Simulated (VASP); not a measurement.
BaZrO3:

```xyz
5
Lattice="4.2054 0.0000 0.0000 0.0000 4.2054 0.0000 0.0000 0.0000 4.2054" Properties=species:S:1:pos:R:3 pbc="T T T"
Ba    0.0000    0.0000    0.0000
Zr    2.1027    2.1027    2.1027
O     0.0000    2.1027    2.1027
O     2.1027    0.0000    2.1027
O     2.1027    2.1027    0.0000
```

Base run:

* Program: VASP 6.6.1
* Functional: PBE
* Potentials or basis: VASP PAW PBE potentials, release 64 (Ba_sv, Zr_sv, O)
* Cutoff: 520 eV
* k mesh: 6 × 6 × 6
* Occupations: gaussian, width 0.01 eV
* Spin: no spin polarisation

Its results: band gap on the k mesh 3.17 eV, indirect (least direct gap 3.40 eV); pressure 3.4 GPa.

Problem. The run is repeated on the same cell with these changes: functional from PBE to r2SCAN; further incar settings from ALGO = Normal; EDIFF = 1e-06; NBANDS = 28 to ALGO = Normal; EDIFF = 1e-07; NBANDS = 28. What comes out?

Solution. Band gap on the k mesh 3.68 eV, indirect (least direct gap 3.93 eV); pressure 1.0 GPa.

Caveats: spin-orbit coupling is left out, which moves the levels of the heavy elements; the PAW data sets were made with another functional, which shifts forces and pressure a little (some runs).

A k mesh can miss the band edges.
